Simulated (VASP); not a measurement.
Set up this calculation in VASP 6.6.1, as the native input.

* Task: single point
* Functional: PBE
* Potentials or basis: VASP PAW PBE potentials, release 64 (In_d, As)
* Cutoff: 520 eV
* k mesh: 1 × 1 × 25
* Occupations: gaussian, width 0.05 eV
* Spin: collinear spin
* Starting moments: [0.5, 0.5] μB
* Dipole correction: no
* Further INCAR settings: ALGO = Normal; EDIFF = 1e-07; NBANDS = 20

The structure of InAs lies in POSCAR:

```
InAs
1.0
   11.2000000000      0.0000000000      0.0000000000
    0.0000000000      9.3000000000      0.0000000000
    0.0000000000      0.0000000000      2.7614353661
In As
1 1
Direct
    0.3894610831      0.5000000000      0.0000000000
    0.6105389169      0.5000000000      0.5000000000
```

One way to write it, as run:

INCAR

```
  PREC = Accurate
  ENCUT = 520
  EDIFF = 1E-7
  ISMEAR = 0
  SIGMA = 0.05
  LREAL = False
  LASPH = True
  NELM = 150
  ALGO = Normal
  ISIF = 2
  LWAVE = False
  LCHARG = True
  ISPIN = 2
  MAGMOM = 0.5 0.5
  LORBIT = 11
  GGA = PE
  LELF = True
  LVHAR = True
  NBANDS = 20
```

KPOINTS

```
Automatic mesh
0
Gamma
  1 1 25
```

Potentials or basis: VASP PAW PBE potentials, release 64 (In_d, As).

Run with:

```sh
$ cat potpaw_PBE.64/In_d/POTCAR potpaw_PBE.64/As/POTCAR > POTCAR
$ mpirun -np 1 vasp_std > vasp.out
```

Results of the run:

The largest force is 0.008 eV/Å and the band gap on the k mesh is zero (filled and empty bands overlap). The net moment is 0.00 μB per cell and the valence electrons inside the program's atomic spheres are In 11.40; As 2.62.

Caveat: spin-orbit coupling is left out, which moves the levels of the heavy elements.

Run time: 6.1 min on 1 thread of Intel Xeon 8259CL (shared host), peak memory 0.54 GiB.
